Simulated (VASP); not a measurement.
Input of a VASP 6.6.1 run:

File INCAR:

```
PREC     = Accurate       # precision mode
ENCUT    = 520            # plane-wave cutoff, eV
EDIFF    = 1E-6           # SCF threshold, eV
ISMEAR   = 0              # smearing method
SIGMA    = 0.05           # smearing width, eV
LREAL    = False          # projectors in reciprocal space
LASPH    = True           # aspherical terms in the spheres
NELM     = 150            # most SCF steps
ALGO     = Normal         # electronic algorithm
ISIF     = 2              # what is computed and relaxed
LWAVE    = False          # write WAVECAR
LCHARG   = False          # write CHGCAR
ISPIN    = 2              # spin polarisation
MAGMOM   = 2 -2 0 0       # initial moments
LORBIT   = 11             # projections on sites
LMAXMIX  = 4              # l up to which the mixer works
LDAU     = True           # DFT+U
LDAUTYPE = 2            
LDAUL    = 2 -1           # shell
LDAUU    = 6 0            # U, eV
LDAUJ    = 0 0          
LDAUPRINT= 1            
NBANDS   = 27             # bands
```

File KPOINTS:

```
regular mesh
0
Gamma
  7 4 7
```

POSCAR

```
CoO
1.0
    1.4281496200      2.4736276900      0.0000000000
   -4.2844488400      2.4736276900      0.0000000000
    0.0000000000      0.0000000000      2.7876065300
Co O
2 2
Direct
    0.0000000000      0.0000000000      0.0000000000
    0.5000000000      0.5000000000      0.0000000000
    0.5000000000      0.8333333333      0.5000000000
    0.0000000000      0.3333333333      0.5000000000
```

Potentials or basis: VASP PAW LDA potentials, release 64 (Co, O).

Run with:

```sh
$ cat potpaw_LDA.64/Co/POTCAR potpaw_LDA.64/O/POTCAR > POTCAR
$ mpirun -np 1 vasp_std > vasp.out
```

Q: Predict the net moment.

A: 0.00 μB per cell.

Q: Predict the band gap on the k mesh.

A: 1.63 eV.

Stress tensor (GPa, compression positive):
```
 -9.92   1.36   0.00
  1.36  -8.36   0.00
  0.00   0.00 -31.44
```

Caveat: the cell stands under tension; an odd mesh through Γ misses points on the zone boundary, where band edges can lie. The state reached can hang on the start; a lower one may exist.
